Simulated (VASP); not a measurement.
# Cd (Cmce) in VASP: a series of runs

Cd is run at these levels: PBEsol; tasks: single point, relaxation of cell and atoms.

Program: VASP 6.6.1. These are calculated values, not measurements. Logs are shortened: lines on timing, memory, paths and dates and some standing lists are left out, and cuts for length are marked.

## 1. The cell of the first run

Symmetry: Cmce, No. 64, orthorhombic system. The conventional cell has a = 5.106 Å, b = 6.235 Å, c = 5.643 Å, α = 90.00°, β = 90.00°, γ = 90.00°. Cd (site symmetry m) has 10 Cd at 2.84 to 3.69 Å within 3.7 Å.

## 2. Single point, PBEsol

Contents of INCAR:

```
SYSTEM = Cd
ALGO = Normal
EDIFF = 1E-7
ENCUT = 520
GGA = PS
ISIF = 2
ISMEAR = 0
LASPH = .TRUE.
LCHARG = .FALSE.
LREAL = .FALSE.
LWAVE = .FALSE.
NBANDS = 32
NELM = 100
PREC = Accurate
SIGMA = 0.1
```

Contents of KPOINTS:

```
k-points
0
G
  4 4 4
  0 0 0
```

Contents of POSCAR:

```
Cd
1.0
    2.5528350409     -3.1175007902      0.0000000000
    2.5528350409      3.1175007902      0.0000000000
    0.0000000000      0.0000000000      5.6434176636
Cd
4
Direct
    0.2265963597      0.7734036403      0.1249186293
    0.7265963597      0.2734036403      0.3750813707
    0.7734036403      0.2265963597      0.8750813707
    0.2734036403      0.7265963597      0.6249186293
```

Potentials or basis: VASP PAW PBE potentials, release 64 (Cd).

Started as:

```bash
cat potpaw_PBE.64/Cd/POTCAR > POTCAR
mpirun -np 1 vasp_std > vasp.out
```

OUTCAR:

```text
SYSTEM = Cd
   EDIFF = 1E-7
   ENCUT = 520
   GGA = PS
   ISIF = 2
   ISMEAR = 0
   LASPH = .TRUE.
   LREAL = .FALSE.
   NELM = 100
   PREC = Accurate

 ion  position               nearest neighbor table
   1  0.227  0.773  0.125-   4 2.84   4 2.84   2 2.92   2 2.92   3 2.93   3 2.93   3 3.16   2 3.42
                             2 3.42   3 3.69
   2  0.727  0.273  0.375-   3 2.84   3 2.84   1 2.92   1 2.92   4 2.93   4 2.93   4 3.16   1 3.42
                             1 3.42   4 3.69
   3  0.773  0.227  0.875-   2 2.84   2 2.84   4 2.92   4 2.92   1 2.93   1 2.93   1 3.16   4 3.42
                             4 3.42   1 3.69
   4  0.273  0.727  0.625-   1 2.84   1 2.84   3 2.92   3 2.92   2 2.93   2 2.93   2 3.16   3 3.42
                             3 3.42   2 3.69

  LATTYP: Found a base centered orthorhombic cell.
 ALAT       =     5.1056700818
 B/A-ratio  =     1.2211916321
 C/A-ratio  =     1.1053236056

  Lattice vectors:

 A1 = (   2.5528350409,  -3.1175007902,   0.0000000000)
 A2 = (   2.5528350409,   3.1175007902,   0.0000000000)
 A3 = (   0.0000000000,   0.0000000000,   5.6434176636)

Analysis of symmetry for initial positions (statically):
=====================================================================
 Subroutine PRICEL returns:
 Original cell was already a primitive cell.

 Routine SETGRP: Setting up the symmetry group for a
 base centered orthorhombic supercell.

 Subroutine GETGRP returns: Found  8 space group operations
 (whereof  4 operations were pure point group operations)
 out of a pool of  8 trial point group operations.

The static configuration has the point symmetry C_2h.
 The point group associated with its full space group is D_2h.

Analysis of symmetry for dynamics (positions and initial velocities):
=====================================================================
 Subroutine PRICEL returns:
 Original cell was already a primitive cell.

 Routine SETGRP: Setting up the symmetry group for a
 base centered orthorhombic supercell.

 Subroutine GETGRP returns: Found  8 space group operations
 (whereof  4 operations were pure point group operations)
 out of a pool of  8 trial point group operations.

The dynamic configuration has the point symmetry C_2h.
 The point group associated with its full space group is D_2h.

 Subroutine INISYM returns: Found  8 space group operations
 (whereof  4 operations are pure point group operations),
 and found     1 'primitive' translations

----------------------------------------------------------------------------------------

                                     Primitive cell

  volume of cell :      89.8259

  direct lattice vectors                    reciprocal lattice vectors
     2.552835041 -3.117500790  0.000000000     0.195860677 -0.160384883  0.000000000
     2.552835041  3.117500790  0.000000000     0.195860677  0.160384883  0.000000000
     0.000000000  0.000000000  5.643417664     0.000000000  0.000000000  0.177197588

  length of vectors
     4.029364456  4.029364456  5.643417664     0.253149591  0.253149591  0.177197588

  position of ions in fractional coordinates (direct lattice)
     0.226596360  0.773403640  0.124918629
     0.726596360  0.273403640  0.375081371
     0.773403640  0.226596360  0.875081371
     0.273403640  0.726596360  0.624918629

  ion indices of the primitive-cell ions
   primitive index   ion index
                 1           1
                 2           2
                 3           3
                 4           4

----------------------------------------------------------------------------------------

 KPOINTS: k-points

Automatic generation of k-mesh.
 Grid dimensions read from file:
 generate k-points for:    4    4    4

 Generating k-lattice:

  Cartesian coordinates                     Fractional coordinates (reciprocal lattice)
     0.048965169 -0.040096221  0.000000000     0.250000000  0.000000000  0.000000000
     0.048965169  0.040096221  0.000000000     0.000000000  0.250000000  0.000000000
[... 56 lines left out ...]
[... 24 lines left out ...]
     31       9.8584      0.00000
     32      10.0030      0.00000

 k-point     2 :       0.2500    0.0000    0.0000
  band No.  band energies     occupation
      1      -7.5429      2.00000
      2      -7.3155      2.00000
      3      -7.3073      2.00000
      4      -7.2031      2.00000
      5      -6.9868      2.00000
      6      -6.9835      2.00000
[... 24 lines left out ...]
     31       9.6579      0.00000
     32      11.4362      0.00000

 k-point     3 :       0.5000    0.0000    0.0000
  band No.  band energies     occupation
      1      -7.5295      2.00000
      2      -7.5295      2.00000
      3      -7.3090      2.00000
      4      -7.3090      2.00000
      5      -7.0559      2.00000
      6      -7.0559      2.00000
[... 24 lines left out ...]
     31      10.1364      0.00000
     32      10.1364      0.00000

 k-point     4 :       0.2500    0.2500    0.0000
  band No.  band energies     occupation
      1      -7.5252      2.00000
      2      -7.5209      2.00000
      3      -7.3796      2.00000
      4      -7.2496      2.00000
      5      -6.9561      2.00000
      6      -6.9146      2.00000
[... 24 lines left out ...]
     31      11.8555      0.00000
     32      12.6316      0.00000

 k-point     5 :       0.5000    0.2500    0.0000
  band No.  band energies     occupation
      1      -7.4732      2.00000
      2      -7.3405      2.00000
      3      -7.3377      2.00000
      4      -7.2975      2.00000
      5      -6.9782      2.00000
      6      -6.9591      2.00000
[... 479 lines left out ...]
     31      11.3943      0.00000
     32      11.3943      0.00000

 k-point    19 :       0.5000    0.2500    0.5000
  band No.  band energies     occupation
      1      -7.1746      2.00000
      2      -7.1746      2.00000
      3      -6.9870      2.00000
      4      -6.9870      2.00000
      5      -6.8075      2.00000
      6      -6.8075      2.00000
[... 24 lines left out ...]
     31      10.2749      0.00000
     32      10.2749      0.00000

 k-point    20 :      -0.2500    0.2500    0.5000
  band No.  band energies     occupation
      1      -7.0371      2.00000
      2      -7.0371      2.00000
      3      -6.9167      2.00000
      4      -6.9167      2.00000
      5      -6.8572      2.00000
      6      -6.8572      2.00000
[... 24 lines left out ...]
     31      11.2469      0.00000
     32      11.2469      0.00000

 k-point    21 :       0.5000    0.5000    0.5000
  band No.  band energies     occupation
      1      -6.9697      2.00000
      2      -6.9697      2.00000
      3      -6.9092      2.00000
      4      -6.9092      2.00000
      5      -6.8724      2.00000
      6      -6.8724      2.00000
[... 24 lines left out ...]
     31      11.3151      0.00000
     32      11.3151      0.00000

------------------------ aborting loop because EDIFF is reached ----------------------------------------

  FORCE on cell =-STRESS in cart. coord.  units (eV):
  Direction    XX          YY          ZZ          XY          YZ          ZX
  --------------------------------------------------------------------------------------
  -------------------------------------------------------------------------------------
  Total        0.2808121      0.0855253      0.3098387      0.0000000      0.0000000      0.0000000
  in kB        5.0086980      1.5254699      5.5264315      0.0000000      0.0000000      0.0000000
  external PRESSURE =       4.0201998 kB  Pullay stress =       0.0000000 kB

 VOLUME and BASIS-vectors are now :
 -----------------------------------------------------------------------------
  energy-cutoff  :      520.00
  volume of cell :       89.83
      direct lattice vectors                 reciprocal lattice vectors
     2.552835041 -3.117500790  0.000000000     0.195860677 -0.160384883  0.000000000
     2.552835041  3.117500790  0.000000000     0.195860677  0.160384883  0.000000000
     0.000000000  0.000000000  5.643417664     0.000000000  0.000000000  0.177197588

 POSITION                                       TOTAL-FORCE (eV/Angst)
 -----------------------------------------------------------------------------------
      2.55284      1.70467      0.70497         0.000000      0.000727      0.000487
      2.55284     -1.41283      2.11674         0.000000      0.000727     -0.000487
      2.55284     -1.70467      4.93845         0.000000     -0.000727     -0.000487
      2.55284      1.41283      3.52668         0.000000     -0.000727      0.000487
 -----------------------------------------------------------------------------------
    total drift:                               -0.000000     -0.000000      0.000000

  FREE ENERGIE OF THE ION-ELECTRON SYSTEM (eV)
  ---------------------------------------------------
  free  energy   TOTEN  =        -4.5919405497 eV

  energy  without entropy=       -4.5857466536  energy(sigma->0) =       -4.58884360
```

It took 27 s on 1 thread of Intel Xeon 6975P-C (Granite Rapids), shared host; peak memory 0.19 GiB.

What came out:

```
Free energy            : -4.5919 eV
Pressure               : 0.4 GPa
Band gap on the k mesh : zero (band 24 reaches 4.99 eV, above the bottom of band 25 at 1.36 eV)
```

Stress tensor (GPa, compression positive):
```
0.50 0.00 0.00
0.00 0.15 0.00
0.00 0.00 0.55
```

Levels at points of the mesh, in eV from the Fermi level:
| k point | band 22 | band 23 | band 24 | band 25 | band 26 | band 27 |
| --- | --- | --- | --- | --- | --- | --- |
| (0.00, 0.00, 0.00) | -2.66 | -2.62 | 0.73 | 2.27 | 3.06 | 6.01 |
| (0.50, 0.00, 0.00) | -5.56 | -0.97 | -0.97 | 1.11 | 1.11 | 3.56 |
| (0.50, 0.50, 0.00) | -3.03 | -2.01 | -0.85 | 0.60 | 0.61 | 3.01 |
| (0.00, 0.00, 0.50) | -7.05 | 2.75 | 2.75 | 3.60 | 3.60 | 3.86 |
| (0.50, 0.00, 0.50) | -4.24 | -4.10 | -4.10 | 4.26 | 4.26 | 5.40 |
| (0.50, 0.50, 0.50) | -3.19 | -1.28 | -1.28 | 0.01 | 0.01 | 0.06 |

Caveat: the k points lie up to 0.40 Å⁻¹ apart; the PAW data sets were made with another functional, which shifts forces and pressure a little.

## 3. Relaxation of cell and atoms, PBEsol

This run uses another cell than the first one, of 22.76 Å³/atom, 1.014 times its volume.

Contents of INCAR:

```
SYSTEM = Cd
PREC = Accurate ; ENCUT = 600
EDIFF = 1E-6 ; ISMEAR = 0
SIGMA = 0.1 ; LREAL = .False.
LASPH = .True. ; NELM = 100
ALGO = Normal ; ISIF = 3
LWAVE = .False. ; LCHARG = .False.
GGA = PS ; IBRION = 2
NSW = 90 ; EDIFFG = -0.04
```

Contents of KPOINTS:

```
regular mesh
0
Gamma
  4 4 4
  0 0 0
```

Contents of POSCAR:

```
Cd
1.0
    2.3759859175     -4.0268555085      0.0000000000
    2.3759859175      4.0268555085      0.0000000000
    0.0000000000      0.0000000000      4.7582927676
Cd
4
Direct
    0.1525000000      0.8475000000      0.0785000000
    0.6525000000      0.3475000000      0.4215000000
    0.8475000000      0.1525000000      0.9215000000
    0.3475000000      0.6525000000      0.5785000000
```

Potentials or basis: VASP PAW PBE potentials, release 64 (Cd).

Started as:

```bash
cat potpaw_PBE.64/Cd/POTCAR > POTCAR
mpirun -np 1 vasp_std > vasp.out
```

It took 2.6 min on 1 thread of Intel Xeon 6975P-C (Granite Rapids), shared host; peak memory 0.26 GiB.

Results (log left out):

| Property | Result |
| --- | --- |
| Free energy | -4.0854 eV |
| Relaxed volume | 25.56 Å³/atom |
| Relaxed cell | a = 4.898 Å, b = 4.898 Å, c = 4.997 Å, α = 90.00°, β = 90.00°, γ = 121.48° |
| Space group after relaxing (to 0.05 Å) | Cmce (No. 64) |
| Energy gained by relaxing | 79.0 meV/atom |
| Ionic steps | 7 |
| Pressure after relaxing | 0.0 GPa |
| Largest force after relaxing | 0.025 eV/Å |
| Band gap on the k mesh | zero (band 24 reaches 3.87 eV, above the bottom of band 25 at 0.60 eV) |

Forces in eV/Å, atoms in the order of the input:
```
Cd   0.000 -0.022 -0.012
Cd   0.000 -0.022  0.012
Cd   0.000  0.022  0.012
Cd   0.000  0.022 -0.012
```

Stress tensor (GPa, compression positive):
```
 0.07  0.00  0.00
 0.00 -0.10  0.00
 0.00  0.00  0.08
```

Step by step:
```
step  energy change (eV)  largest force (eV/Å)  pressure (GPa)  volume (Å³)
   1              0.0000                0.8197            7.30        91.05
   2             -0.2971                0.0731           -1.10       105.35
   3             -0.3086                0.0244           -0.08       102.45
   4             -0.3086                0.0197           -0.17       102.68
   5             -0.3130                0.0213           -0.10       102.49
   6             -0.3152                0.0253            0.00       102.25
   7             -0.3159                0.0252            0.02       102.22
```

Final structure:
```
Cd
1.0
     2.39365   -4.27286    0.00000
     2.39365    4.27286    0.00000
     0.00000    0.00000    4.99725
Cd
4
Direct
  0.15675 0.84325 0.07974
  0.65675 0.34325 0.42026
  0.84325 0.15675 0.92026
  0.34325 0.65675 0.57974
```

Levels at points of the mesh, in eV from the Fermi level:
```
           k point  band 22  band 23  band 24  band 25  band 26  band 27
(0.00, 0.00, 0.00)    -1.44    -1.28     0.70     0.98     1.81     2.88
(0.50, 0.00, 0.00)    -5.59    -0.80    -0.80     0.67     0.67     2.91
(0.50, 0.50, 0.00)    -4.75    -1.01    -0.48     0.54     0.77     2.79
(0.00, 0.00, 0.50)    -6.30     2.14     2.14     2.45     2.45     3.13
(0.50, 0.00, 0.50)    -3.97    -3.64    -3.64     0.31     0.31     2.67
(0.50, 0.50, 0.50)    -4.59    -2.91    -2.91     1.17     1.17     1.93
```

Caveat: the k points lie up to 0.38 Å⁻¹ apart in the final cell; the PAW data sets were made with another functional, which shifts forces and pressure a little.

## 4. Relaxation of cell and atoms, PBEsol

This run uses another cell than the first one, of 22.67 Å³/atom, 1.009 times its volume.

Contents of INCAR:

```
ALGO = Normal ; EDIFF = 1E-7
EDIFFG = -0.04 ; ENCUT = 600
GGA = PS ; IBRION = 2
ISIF = 3 ; ISMEAR = 0
LASPH = T ; LCHARG = F
LREAL = F ; LWAVE = F
NELM = 100 ; NSW = 90
PREC = Accurate ; SIGMA = 0.1
```

Contents of KPOINTS:

```
k-points
0
Gamma
  6 6 2
```

Contents of POSCAR:

```
Cd
1.0
    2.9411185330     -1.9438543578      0.0000000000
    2.9411185330      1.9438543578      0.0000000000
    0.0000000000      0.0000000000      7.9294663687
Cd
4
Direct
    0.8500000000      0.1500000000      0.1170000000
    0.6500000000      0.3500000000      0.6170000000
    0.1500000000      0.8500000000      0.8830000000
    0.3500000000      0.6500000000      0.3830000000
```

Started as:

```bash
cat potpaw_PBE.64/Cd/POTCAR > POTCAR
mpirun -np 1 vasp_std > vasp.out
```

Run time: 11 min. Hardware: 1 thread of Intel Xeon 6975P-C (Granite Rapids), shared host; peak memory 0.25 GiB.

The run converged. Its results:

```
Free energy                            : -4.7066 eV
Relaxed volume                         : 21.24 Å³/atom
Relaxed cell                           : a = 3.159 Å, b = 3.159 Å, c = 8.529 Å, α = 90.00°, β = 90.00°, γ = 86.40°
Space group after relaxing (to 0.05 Å) : Fmmm (No. 69)
Energy gained by relaxing              : 898.1 meV/atom
Ionic steps                            : 36
Pressure after relaxing                : 0.0 GPa
Largest force after relaxing           : 0.025 eV/Å
Band gap on the k mesh                 : zero (band 24 reaches 4.50 eV, above the bottom of band 25 at 1.58 eV)
```

Forces in eV/Å, atoms in the order of the input:
```
Cd   0.000  0.012  0.022
Cd   0.000 -0.012  0.022
Cd   0.000 -0.012 -0.022
Cd   0.000  0.012 -0.022
```

Stress tensor (GPa, compression positive):
```
 0.01  0.00  0.00
 0.00  0.20  0.00
 0.00  0.00 -0.12
```

Step by step:
| step | energy change (eV) | largest force (eV/Å) | pressure (GPa) | volume (Å³) |
| --- | --- | --- | --- | --- |
| 1 | 0.0000 | 7.5526 | 18.28 | 90.67 |
| 2 | -1.8709 | 0.4534 | -3.87 | 126.40 |
| 3 | -2.0327 | 0.4994 | -4.11 | 122.92 |
| 4 | -2.2012 | 0.5306 | -4.19 | 119.55 |
| 5 | -2.7872 | 0.2280 | -2.44 | 104.81 |
| 6 | -2.7629 | 0.3962 | -0.73 | 101.07 |
| 7 | -2.7954 | 0.1941 | -2.02 | 103.66 |
| 8 | -2.7957 | 0.1937 | -1.91 | 103.39 |
| 9 | -2.8890 | 0.2462 | -1.35 | 99.58 |
| 10 | -3.0495 | 0.3630 | 0.45 | 92.32 |
| 11 | -3.1378 | 0.6882 | 8.08 | 78.26 |
| 12 | -3.1331 | 0.4971 | 2.73 | 85.64 |
| 13 | -3.1730 | 0.5954 | 5.00 | 81.93 |
| 14 | -3.2066 | 0.5885 | 5.12 | 81.37 |
| 15 | -3.2682 | 0.5417 | 5.93 | 79.63 |
| 16 | -3.2727 | 0.5341 | 6.32 | 79.00 |
| 17 | -3.3262 | 0.4701 | 4.95 | 80.16 |
| 18 | -3.4259 | 0.3111 | 1.57 | 83.70 |
| 19 | -3.4148 | 0.1138 | -2.93 | 91.07 |
| 20 | -3.4508 | 0.1955 | -0.95 | 87.22 |
| 21 | -3.4512 | 0.2056 | -0.71 | 86.85 |
| 22 | -3.4578 | 0.1937 | -0.63 | 86.69 |
| 23 | -3.4744 | 0.1704 | -0.39 | 86.21 |
| 24 | -3.4876 | 0.1951 | 0.28 | 85.21 |
| 25 | -3.4947 | 0.1924 | 0.17 | 85.35 |
| 26 | -3.5141 | 0.1820 | -0.17 | 85.77 |
| 27 | -3.5400 | 0.1522 | -0.91 | 86.57 |
| 28 | -3.5660 | 0.1241 | -1.68 | 88.05 |
| 29 | -3.5580 | 0.1239 | -1.28 | 87.27 |
| 30 | -3.5682 | 0.1153 | -1.49 | 87.68 |
| 31 | -3.5777 | 0.1131 | -1.14 | 86.99 |
| 32 | -3.5834 | 0.1146 | -0.48 | 85.84 |
| 33 | -3.5872 | 0.1017 | -0.24 | 85.46 |
| 34 | -3.5912 | 0.0632 | 0.36 | 84.50 |
| 35 | -3.5922 | 0.0417 | 0.17 | 84.76 |
| 36 | -3.5926 | 0.0255 | 0.03 | 84.97 |

Final structure:
```
Cd
1.0
     2.30309   -2.16281    0.00000
     2.30309    2.16281    0.00000
     0.00000    0.00000    8.52938
Cd
4
Cartesian
  2.3031 -1.0904 1.0631
  2.3031 -1.0724 5.3278
  2.3031 1.0904 7.4662
  2.3031 1.0724 3.2016
```

Levels at points of the mesh, in eV from the Fermi level:
```tsv
k point	band 20	band 21	band 22	band 23	band 24	band 25	band 26	band 27	band 28
(0.00, 0.00, 0.00)	-8.19	-8.03	-6.48	-6.45	-0.44	2.18	6.30	6.55	9.49
(0.50, 0.00, 0.00)	-8.17	-4.25	-4.25	-2.41	-2.41	-1.23	-1.23	5.01	5.01
(0.50, 0.50, 0.00)	-8.02	-1.45	-0.64	0.53	1.69	1.72	1.74	1.74	1.87
(0.00, 0.00, 0.50)	-8.30	-8.25	-8.25	-3.47	-3.47	6.20	6.20	7.16	7.16
(0.50, 0.00, 0.50)	-8.32	-3.69	-3.69	-3.69	-3.69	1.20	1.20	1.22	1.22
(0.50, 0.50, 0.50)	-8.15	-0.54	-0.54	0.27	0.27	0.83	0.83	2.06	2.06
```

Caveat: the k points lie up to 0.37 Å⁻¹ apart in the final cell; the PAW data sets were made with another functional, which shifts forces and pressure a little.

## 5. The runs side by side

| task | cell | k mesh | cutoff (eV) | gap on the mesh (eV) | pressure (GPa) | relaxed volume (Å³/atom) | largest force (eV/Å) |
| --- | --- | --- | --- | --- | --- | --- | --- |
| single point | a = 4.029, b = 4.029, c = 5.643 Å, angles 90.0, 90.0, 101.4°, 4 atoms | 4 × 4 × 4 | 520 | none | 0.4 | - | - |
| relaxation of cell and atoms | relaxed from a = 4.676, b = 4.676, c = 4.758 Å, angles 90.0, 90.0, 118.9°, 4 atoms | 4 × 4 × 4 | 600 | none | 0.0 | 25.56 | 0.03 |
| relaxation of cell and atoms | relaxed from a = 3.525, b = 3.525, c = 7.929 Å, angles 90.0, 90.0, 66.9°, 4 atoms | 6 × 6 × 2 | 600 | none | 0.0 | 21.24 | 0.03 |

Alike in all rows: level PBEsol; potentials or basis VASP PAW PBE potentials, release 64 (Cd); no spin polarisation; smearing gaussian 0.1 eV.

Caveats: all runs use coarse meshes; the PAW data sets were made with another functional, which shifts forces and pressure a little.

Total energies depend on the potentials used, so only differences within one code and one set of settings carry meaning.
